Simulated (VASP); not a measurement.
ZrBrF:

```xyz
3
Lattice="3.8077 0.0000 0.0000 0.0000 3.8443 0.0000 0.0000 0.0000 3.9628" Properties=species:S:1:pos:R:3 pbc="T T T"
Zr    0.0000    0.0000    0.0000
Br    1.9038    1.9221    0.0000
F     1.9038    1.9221    1.9814
```

```yaml
Program: VASP 6.6.1
Task: relaxation of cell and atoms
Functional: PBE
Potentials_or_basis: VASP PAW PBE potentials, release 64 (Zr_sv, Br, F)
Cutoff: 600 eV
k_mesh: 4 × 4 × 4
Occupations: gaussian, width 0.1 eV
Spin: no spin polarisation
```

At the start: pressure 15.9 GPa; volume 19.34 Å³/atom.

Task: How do energy, volume and symmetry change on relaxing?

Result: Over 7 steps the energy falls by 758.3 meV/atom and the volume is 23.42 Å³/atom (+21.1 %); space group P4/mmm (No. 123, to 0.05 Å).

The path:
```csv
step,energy change (eV),largest force (eV/Å),pressure (GPa),volume (Å³)
1,0.0000,0.0000,15.94,58.01
2,-2.1038,0.0000,-3.75,74.23
3,-2.1265,0.0000,-4.67,76.02
4,-2.1272,0.0000,-4.86,76.42
5,-2.1966,0.0000,2.08,69.55
6,-2.2624,0.0000,-1.32,72.20
7,-2.2750,0.0000,0.12,70.26
```

Final structure:
```
Zr Br F
1.0
     3.67406    0.00000    0.00000
     0.00000    3.69848    0.00000
     0.00000    0.00000    5.17061
Zr Br F
1 1 1
Direct
  0.00000 0.00000 0.00000
  0.50000 0.50000 0.00000
  0.50000 0.50000 0.50000
```

Caveat: the k points lie up to 0.43 Å⁻¹ apart in the final cell; the volume moved by over 15 % at a fixed basis, so the end points are rough.
